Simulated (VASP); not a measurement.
# Y3N (L12 type) (Pm-3m) in VASP: single point with PBE

Aim: the single point of Y3N (L12 type) with PBE.

Program: VASP 6.6.1. These are calculated values, not measurements. Logs are shortened: lines on timing, memory, paths and dates and some standing lists are left out, and cuts for length are marked.

## Step 1: The cell of the first run

The structure is cubic, space group Pm-3m (No. 221). Conventional cell: a = 4.427 Å, b = 4.427 Å, c = 4.427 Å, α = 90.00°, β = 90.00°, γ = 90.00°. N (site symmetry m-3m) has 12 Y at 3.13 Å within 4.1 Å. Within 4.1 Å of Y (site symmetry 4/mmm) lie 4 N at 3.13 Å and 8 Y at 3.13 Å.

## Step 2: Single point, PBE

Input file POSCAR:

```
Y3N
1.0
    4.4268809244      0.0000000000      0.0000000000
    0.0000000000      4.4268809244      0.0000000000
    0.0000000000      0.0000000000      4.4268809244
N Y
1 3
Direct
    0.0000000000      0.0000000000      0.0000000000
    0.0000000000      0.5000000000      0.5000000000
    0.5000000000      0.0000000000      0.5000000000
    0.5000000000      0.5000000000      0.0000000000
```

Input file INCAR.step1:

```
PREC     = Accurate       # precision mode
ENCUT    = 520            # plane-wave cutoff, eV
EDIFF    = 1E-6           # SCF threshold, eV
ISMEAR   = -1             # smearing method
SIGMA    = 0.05           # smearing width, eV
LREAL    = F              # projectors in reciprocal space
LASPH    = T              # aspherical terms in the spheres
NELM     = 100            # most SCF steps
ALGO     = Normal         # electronic algorithm
ISIF     = 2              # what is computed and relaxed
LWAVE    = F              # write WAVECAR
LCHARG   = T              # write CHGCAR
LMAXMIX  = 4              # l up to which the mixer works
GGA      = PE             # functional
NBANDS   = 27             # bands
```

Input file KPOINTS.step1:

```
regular mesh
0
Gamma
  8 8 8
```

Input file INCAR.step2:

```
PREC     = Accurate       # precision mode
ENCUT    = 520            # plane-wave cutoff, eV
EDIFF    = 1E-6           # SCF threshold, eV
ISMEAR   = -5             # smearing method
SIGMA    = 0.05           # smearing width, eV
LREAL    = F              # projectors in reciprocal space
LASPH    = T              # aspherical terms in the spheres
NELM     = 100            # most SCF steps
ALGO     = Normal         # electronic algorithm
ISIF     = 2              # what is computed and relaxed
LWAVE    = F              # write WAVECAR
LCHARG   = F              # write CHGCAR
LMAXMIX  = 4              # l up to which the mixer works
GGA      = PE             # functional
LORBIT   = 11             # projections on sites
NBANDS   = 27             # bands
NEDOS    = 2001           # points of the DOS
ICHARG   = 11             # starting density
```

Input file KPOINTS.step2:

```
regular mesh
0
Gamma
  12 12 12
```

Potentials or basis: VASP PAW PBE potentials, release 64 (N, Y_sv).

Command:

```
> cat potpaw_PBE.64/N/POTCAR potpaw_PBE.64/Y_sv/POTCAR > POTCAR
> cp INCAR.step1 INCAR
> cp KPOINTS.step1 KPOINTS
> mpirun -np 1 vasp_std > vasp.out
> cp INCAR.step2 INCAR
> cp KPOINTS.step2 KPOINTS
> mpirun -np 1 vasp_std > vasp.out
```

OUTCAR:

```text
PREC = Accurate
   ENCUT = 520
   EDIFF = 1E-6
   ISMEAR = -5
   LREAL = F
   LASPH = T
   NELM = 100
   ISIF = 2
   GGA = PE
   LORBIT = 11
   ICHARG = 11

 ion  position               nearest neighbor table
   1  0.000  0.000  0.000-
   2  0.000  0.500  0.500-   3 3.13   4 3.13   4 3.13   3 3.13   3 3.13   4 3.13   4 3.13   3 3.13

   3  0.500  0.000  0.500-   2 3.13   4 3.13   4 3.13   2 3.13   4 3.13   4 3.13   2 3.13   2 3.13

   4  0.500  0.500  0.000-   2 3.13   3 3.13   2 3.13   3 3.13   3 3.13   3 3.13   2 3.13   2 3.13

  LATTYP: Found a simple cubic cell.
 ALAT       =     4.4268809244

  Lattice vectors:

 A1 = (   4.4268809244,   0.0000000000,   0.0000000000)
 A2 = (   0.0000000000,   4.4268809244,   0.0000000000)
 A3 = (   0.0000000000,   0.0000000000,   4.4268809244)

Analysis of symmetry for initial positions (statically):
=====================================================================
 Subroutine PRICEL returns:
 Original cell was already a primitive cell.

 Routine SETGRP: Setting up the symmetry group for a
 simple cubic supercell.

 Subroutine GETGRP returns: Found 48 space group operations
 (whereof 48 operations were pure point group operations)
 out of a pool of 48 trial point group operations.

The static configuration has the point symmetry O_h .

Analysis of symmetry for dynamics (positions and initial velocities):
=====================================================================
 Subroutine PRICEL returns:
 Original cell was already a primitive cell.

 Routine SETGRP: Setting up the symmetry group for a
 simple cubic supercell.

 Subroutine GETGRP returns: Found 48 space group operations
 (whereof 48 operations were pure point group operations)
 out of a pool of 48 trial point group operations.

The dynamic configuration has the point symmetry O_h .

 Subroutine INISYM returns: Found 48 space group operations
 (whereof 48 operations are pure point group operations),
 and found     1 'primitive' translations

----------------------------------------------------------------------------------------

                                     Primitive cell

  volume of cell :      86.7548

  direct lattice vectors                    reciprocal lattice vectors
     4.426880924  0.000000000  0.000000000     0.225892681  0.000000000  0.000000000
     0.000000000  4.426880924  0.000000000     0.000000000  0.225892681  0.000000000
     0.000000000  0.000000000  4.426880924     0.000000000  0.000000000  0.225892681

  length of vectors
     4.426880924  4.426880924  4.426880924     0.225892681  0.225892681  0.225892681

  position of ions in fractional coordinates (direct lattice)
     0.000000000  0.000000000  0.000000000
     0.000000000  0.500000000  0.500000000
     0.500000000  0.000000000  0.500000000
     0.500000000  0.500000000  0.000000000

  ion indices of the primitive-cell ions
   primitive index   ion index
                 1           1
                 2           2
                 3           3
                 4           4

----------------------------------------------------------------------------------------

 KPOINTS: regular mesh

Automatic generation of k-mesh.
 Grid dimensions read from file:
 generate k-points for:   12   12   12

 Generating k-lattice:

  Cartesian coordinates                     Fractional coordinates (reciprocal lattice)
     0.018824390  0.000000000  0.000000000     0.083333333  0.000000000  0.000000000
     0.000000000  0.018824390  0.000000000     0.000000000  0.083333333  0.000000000
     0.000000000  0.000000000  0.018824390     0.000000000  0.000000000  0.083333333

  Length of vectors
     0.018824390  0.018824390  0.018824390

  Shift w.r.t. Gamma in fractional coordinates (k-lattice)
     0.000000000  0.000000000  0.000000000

 TETIRR: Found    854 inequivalent tetrahedra from    10368

 Subroutine IBZKPT returns following result:
 ===========================================

 Found     84 irreducible k-points:

 Following reciprocal coordinates:
            Coordinates               Weight
  0.000000  0.000000  0.000000      1.000000
  0.083333  0.000000  0.000000      6.000000
  0.166667  0.000000  0.000000      6.000000
  0.250000  0.000000  0.000000      6.000000
  0.333333  0.000000  0.000000      6.000000
  0.416667  0.000000  0.000000      6.000000
[... 16 lines left out ...]
  0.333333  0.333333  0.000000     12.000000
  0.416667  0.333333  0.000000     24.000000
 [... further k-points ...]
   k-points           NKPTS =     84   k-points in BZ     NKDIM =     84   number of bands    NBANDS=     27
   number of dos      NEDOS =   2001   number of ions     NIONS =      4
   total plane-waves  NPLWV =  46656
   dimension x,y,z NGX =    36 NGY =   36 NGZ =   36
   dimension x,y,z NGXF=    72 NGYF=   72 NGZF=   72
   ions per type =               1   3
   NGX,Y,Z   is equivalent  to a cutoff of  13.52, 13.52, 13.52 a.u.
   NGXF,Y,Z  is equivalent  to a cutoff of  27.04, 27.04, 27.04 a.u.
 SYSTEM =  unknown system
   PREC   = accura    normal or accurate (medium, high low for compatibility)
   ISTART =      0    job   : 0-new  1-cont  2-samecut
   ICHARG =     11    charge: 1-file 2-atom 10-const
   ISPIN  =      1    spin polarized calculation?
   LNONCOLLINEAR =      F non collinear calculations
   LSORBIT =      F    spin-orbit coupling
   LASPH  =      T    aspherical Exc in radial PAW
   ENCUT  =  520.0 eV  38.22 Ry    6.18 a.u.   8.23  8.23  8.23*2*pi/ulx,y,z
   NELM   =    100;   NELMIN=  2; NELMDL=  0     # of ELM steps
   EDIFF  = 0.1E-05   stopping-criterion for ELM
   LREAL  =      F    real-space projection
   EDIFFG = 0.1E-04   stopping-criterion for IOM
   NSW    =      0    number of steps for IOM
   IBRION =     -1    ionic relax: 0-MD 1-quasi-New 2-CG
   NFREE  =      0    steps in history (QN), initial steepest desc. (CG)
   ISIF   =      2    stress and relaxation
   ISYM   =      2    0-nonsym 1-usesym 2-fastsym
   POTIM  = 0.5000    time-step for ionic-motion
   TEBEG  =    0.0;   TEEND  =   0.0 temperature during run
   PSTRESS=    0.0 pullay stress
   NELECT =      38.0000    total number of electrons
   NUPDOWN=      -1.0000    fix difference up-down
   EMIN   =  10.00;   EMAX   =-10.00  energy-range for DOS
   EFERMI =   0.00;   METHOD = LEGACY
   ISMEAR =    -5;   SIGMA  =   0.05  broadening in eV -4-tet -1-fermi 0-gaus
   EFERMI_NEDOS =   21; number of points for ismear=-14 and -15
   IALGO  =     38    algorithm
   IMIX   =      4    mixing-type and parameters
     AMIX     =   0.40;   BMIX     =  1.00
     AMIX_MAG =   1.60;   BMIX_MAG =  1.00
  volume/ion in A,a.u.               =      21.69       146.36
  Fermi-wavevector in a.u.,A,eV,Ry     =   1.243287  2.349472 21.031389  1.545763
  Thomas-Fermi vector in A             =   2.377605
   LORBIT       =     11    0 simple, 1 ext, 2 COOP (PROOUT), +10 PAW based schemes
   GGA     = PE    functional components
   LHFCALC =     F    Hartree Fock is set to
   AEXX    =    0.0000 exact exchange contribution
   IVDW    =     0    specifies the selected vdW correction
   LEPSILON=     F    determine dielectric tensor
   LRPA    =     F    only Hartree local field effects (RPA)
 non-spin polarized calculation
 Fermi weights with tetrahedron method with Bloechl corrections
  energy-cutoff  :      520.00
  volume of cell :       86.75
 maximum number of plane-waves:      2361
 NGX is ok and might be reduce to    36

 number of electron      37.9999998 magnetization

 Free energy of the ion-electron system (eV)
  ---------------------------------------------------
  ext. energy  EPLUGINS =         0.00000000
  ---------------------------------------------------
  free energy    TOTEN  =       -24.65262295 eV

  energy without entropy =      -24.65262295  energy(sigma->0) =      -24.65262295

 E-fermi :   4.3917     XC(G=0): -10.4011

 val. band max:        4.4100363551   @ k =   0.3333   0.3333   0.1667
 cond. band min:       4.3568300477   @ k =   0.1667   0.0833   0.0833
 fundamental gap:     -0.0532063074
 Fermi energy:         4.3916943054

 k-point     1 :       0.0000    0.0000    0.0000
  band No.  band energies     occupation
      1     -38.2500      2.00000
      2     -37.9264      2.00000
      3     -37.9264      2.00000
      4     -18.7781      2.00000
      5     -18.7781      2.00000
      6     -18.7781      2.00000
[... 19 lines left out ...]
     26       8.0945      0.00000
     27      10.2621      0.00000

 k-point     2 :       0.0833    0.0000    0.0000
  band No.  band energies     occupation
      1     -38.2452      2.00000
      2     -37.9314      2.00000
      3     -37.9263      2.00000
      4     -18.7665      2.00000
      5     -18.7665      2.00000
      6     -18.7618      2.00000
[... 19 lines left out ...]
     26       8.1428      0.00000
     27      10.1248      0.00000

 k-point     3 :       0.1667    0.0000    0.0000
  band No.  band energies     occupation
      1     -38.2311      2.00000
      2     -37.9457      2.00000
      3     -37.9261      2.00000
      4     -18.7332      2.00000
      5     -18.7332      2.00000
      6     -18.7137      2.00000
[... 594 lines left out ...]
      1     -38.1254      2.00000
      2     -38.0069      2.00000
      3     -37.9694      2.00000
      4     -18.7291      2.00000
      5     -18.4927      2.00000
      6     -18.4459      2.00000
[... 19 lines left out ...]
     26       7.5288      0.00000
     27       7.9175      0.00000

 k-point    24 :       0.4167    0.3333    0.0000
  band No.  band energies     occupation
      1     -38.1015      2.00000
      2     -38.0226      2.00000
      3     -37.9773      2.00000
      4     -18.7073      2.00000
      5     -18.5779      2.00000
      6     -18.3767      2.00000
[... 19 lines left out ...]
     26       7.5591      0.00000
     27       7.7615      0.00000

 [... further k-points ...]

------------------------ aborting loop because EDIFF is reached ----------------------------------------

  FORCE on cell =-STRESS in cart. coord.  units (eV):
  Direction    XX          YY          ZZ          XY          YZ          ZX
  --------------------------------------------------------------------------------------
  -------------------------------------------------------------------------------------
  Total       -0.1171197     -0.1171197     -0.1171197     -0.0000000     -0.0000000     -0.0000000
  in kB       -2.1629520     -2.1629520     -2.1629520     -0.0000000     -0.0000000     -0.0000000
  external PRESSURE =      -2.1629520 kB  Pullay stress =       0.0000000 kB

 VOLUME and BASIS-vectors are now :
 -----------------------------------------------------------------------------
  energy-cutoff  :      520.00
  volume of cell :       86.75
      direct lattice vectors                 reciprocal lattice vectors
     4.426880924  0.000000000  0.000000000     0.225892681  0.000000000  0.000000000
     0.000000000  4.426880924  0.000000000     0.000000000  0.225892681  0.000000000
     0.000000000  0.000000000  4.426880924     0.000000000  0.000000000  0.225892681

 POSITION                                       TOTAL-FORCE (eV/Angst)
 -----------------------------------------------------------------------------------
      0.00000      0.00000      0.00000         0.000000      0.000000      0.000000
      0.00000      2.21344      2.21344         0.000000      0.000000      0.000000
      2.21344      0.00000      2.21344         0.000000      0.000000      0.000000
      2.21344      2.21344      0.00000         0.000000      0.000000      0.000000
 -----------------------------------------------------------------------------------
    total drift:                                0.000000      0.000000      0.000000

  FREE ENERGIE OF THE ION-ELECTRON SYSTEM (eV)
  ---------------------------------------------------
  free  energy   TOTEN  =       -24.6526229466 eV

  energy  without entropy=      -24.6526229466  energy(sigma->0) =      -24.65262295

 total charge

# of ion       s       p       d       f       tot
--------------------------------------------------
    1        1.282   2.085   0.000   0.000   3.367
    2        2.288   6.176   1.300   0.024   9.788
    3        2.288   6.176   1.300   0.024   9.788
    4        2.288   6.176   1.300   0.024   9.788
--------------------------------------------------
tot          8.147  20.612   3.900   0.072  32.732
```

Run time: 97 s. Hardware: 1 thread of Intel Xeon 6975P-C (Granite Rapids), shared host; peak memory 0.32 GiB.

What came out:

| Quantity | Value |
| --- | --- |
| Valence electrons inside the program's atomic spheres | N 3.37; Y 9.79 |

Levels at points of the mesh, in eV from the Fermi level:
| k point | band 17 | band 18 | band 19 | band 20 | band 21 | band 22 |
| --- | --- | --- | --- | --- | --- | --- |
| (0.00, 0.00, 0.00) | -1.94 | -1.30 | -1.30 | -1.21 | -1.02 | -1.02 |
| (0.50, 0.00, 0.00) | -2.04 | -0.52 | 0.34 | 0.53 | 0.99 | 1.58 |
| (0.50, 0.50, 0.00) | -0.41 | -0.08 | -0.08 | 0.42 | 1.69 | 1.69 |
| (0.50, 0.50, 0.50) | -1.71 | -1.71 | -1.71 | 0.12 | 1.56 | 1.56 |

Caveat: tetrahedron occupations give inexact forces and stress in metals.
